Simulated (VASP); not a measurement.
Write the native input for VASP 6.6.1 that does the following.

* Task: single point
* Functional: LDA
* Potentials or basis: VASP PAW LDA potentials, release 64 (K_sv, I)
* Cutoff: 520 eV
* k mesh: 6 × 6 × 4
* Occupations: gaussian, width 0.02 eV
* Spin: no spin polarisation
* Dipole correction: no
* Further INCAR settings: ALGO = Normal; EDIFF = 1e-06; NBANDS = 24

The structure of KI lies in POSCAR:

```
KI
1.0
    2.3509811400     -4.0719741483      0.0000000000
    2.3509811400      4.0719741483      0.0000000000
    0.0000000000      0.0000000000      8.3007493884
K I
2 2
Direct
    0.5000000000      0.5000000000      0.5000000000
    0.5000000000      0.5000000000      0.0000000000
    0.8333324650      0.1666675350      0.2500000000
    0.1666675350      0.8333324650      0.7500000000
```

One way to write it, as run:

INCAR

```
ALGO = Normal
EDIFF = 1E-6
ENCUT = 520
GGA = CA
ISIF = 2
ISMEAR = 0
LASPH = T
LCHARG = F
LREAL = F
LWAVE = F
NBANDS = 24
NELM = 100
PREC = Accurate
SIGMA = 0.02
```

KPOINTS

```
k-points
0
Gamma
  6 6 4
```

Potentials or basis: VASP PAW LDA potentials, release 64 (K_sv, I).

Run with:

```sh
$ cat potpaw_LDA.64/K_sv/POTCAR potpaw_LDA.64/I/POTCAR > POTCAR
$ mpirun -np 1 vasp_std > vasp.out
```

Results of the run:

```json
{
 "Pressure": "0.1 GPa",
 "Band gap on the k mesh": "3.76 eV"
}
```

Caveat: spin-orbit coupling is left out, which moves the levels of the heavy elements.

It took 58 s on 1 thread of AMD EPYC 7R43 64-Core Processor (Zen 3), with other jobs on the host, peak memory 0.21 GiB.
